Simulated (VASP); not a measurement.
TiPt3: single point with PBEsol

The system is TiPt3.

```
Pt Ti
1.0
     3.89700    0.00000    0.00000
     0.00000    3.89700    0.00000
     0.00000    0.00000    3.89700
Pt Ti
3 1
Direct
  0.50000 0.50000 0.00000
  0.50000 0.00000 0.50000
  0.00000 0.50000 0.50000
  0.00000 0.00000 0.00000
```

```yaml
Program: VASP 6.6.1
Task: single point
Functional: PBEsol
Potentials_or_basis: VASP PAW PBE potentials, release 64 (Pt, Ti_sv)
Cutoff: 520 eV
k_mesh: 7 × 7 × 7
Occupations: fermi-dirac, width 0.05 eV
Spin: no spin polarisation
```

- Pressure: 0.2 GPa
- Band gap on the k mesh: zero (band 21 reaches 13.12 eV, above the bottom of band 22 at 11.60 eV)

Levels at points of the mesh, in eV from the Fermi level:
```tsv
k point	band 19	band 20	band 21	band 22	band 23	band 24
(0.00, 0.00, 0.00)	0.02	0.02	1.39	1.39	1.51	1.51
```

It took 37 s on 1 thread of Intel(R) Xeon(R) Platinum 8259CL CPU @ 2.50GHz (Skylake/Cascade Lake), with other jobs on the host, peak memory 0.18 GiB.

Caveat: the PAW data sets were made with another functional, which shifts forces and pressure a little; spin-orbit coupling is left out, which moves the levels of the heavy elements.
